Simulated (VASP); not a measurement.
A run of VASP 6.6.1 is set up as follows.

The input INCAR:

```
PREC     = Accurate       # precision mode
ENCUT    = 520            # plane-wave cutoff, eV
EDIFF    = 1E-7           # SCF threshold, eV
ISMEAR   = 0              # smearing method
SIGMA    = 0.15           # smearing width, eV
LREAL    = False          # projectors in reciprocal space
LASPH    = True           # aspherical terms in the spheres
NELM     = 60             # most SCF steps
ALGO     = Normal         # electronic algorithm
ISIF     = 2              # what is computed and relaxed
LWAVE    = False          # write WAVECAR
LCHARG   = False          # write CHGCAR
GGA      = PE             # functional
IVDW     = 12             # dispersion correction
NBANDS   = 18             # bands
```

Contents of KPOINTS:

```
regular mesh
0
Gamma
  12 12 10
```

Contents of POSCAR:

```
PtSe2
1.0
    3.7240006046      0.0000000000      0.0000000000
   -1.8620003023      3.2250791273      0.0000000000
    0.0000000000      0.0000000000      5.0620000000
Pt Se
1 2
Direct
    0.0000000000      0.0000000000      0.0000000000
    0.3193801873      0.6387603746      0.2500000000
    0.6806198127      0.3612396254      0.7500000000
```

Potentials or basis: VASP PAW PBE potentials, release 64 (Pt, Se).

Run with:

```sh
$ cat potpaw_PBE.64/Pt/POTCAR potpaw_PBE.64/Se/POTCAR > POTCAR
$ mpirun -np 1 vasp_std > vasp.out
```

(1) Estimate the largest force.

(2) Predict the dispersion energy per atom.

## Answers

(1) 1.183 eV/Å.

(2) -0.477 eV.

Caveat: the cell differs from its parent crystal (mode 4 (178.8 1/cm) frozen in, largest displacement -0.090 Å); forces of over 1 eV/Å act on the atoms, so gaps and moduli don't describe the material at rest.
